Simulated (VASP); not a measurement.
The system is CaSe.

```
CELL_PARAMETERS angstrom
0.00000 2.96754 2.96754
2.96754 0.00000 2.96754
2.96754 2.96754 0.00000
ATOMIC_POSITIONS crystal
Ca 0.00000 0.00000 0.00000
Se 0.50000 0.50000 0.50000
```

Base run:

- Program: VASP 6.6.1
- Functional: r2SCAN
- Potentials or basis: VASP PAW PBE potentials, release 64 (Ca_sv, Se)
- Cutoff: 520 eV
- k mesh: 8 × 8 × 8
- Occupations: gaussian, width 0.01 eV
- Spin: no spin polarisation

Its results: band gap on the k mesh 2.52 eV, indirect (least direct gap 3.46 eV); pressure 0.2 GPa.

Task: The run is repeated on the same cell with these changes: functional from r2SCAN to PBE; occupations from gaussian, width 0.01 eV to fermi-dirac, width 0.02 eV. What comes out?

Result: Band gap on the k mesh 2.05 eV, indirect (least direct gap 2.97 eV); pressure 0.7 GPa.

Caveats: the PAW data sets were made with another functional, which shifts forces and pressure a little (some runs).

A k mesh can miss the band edges.
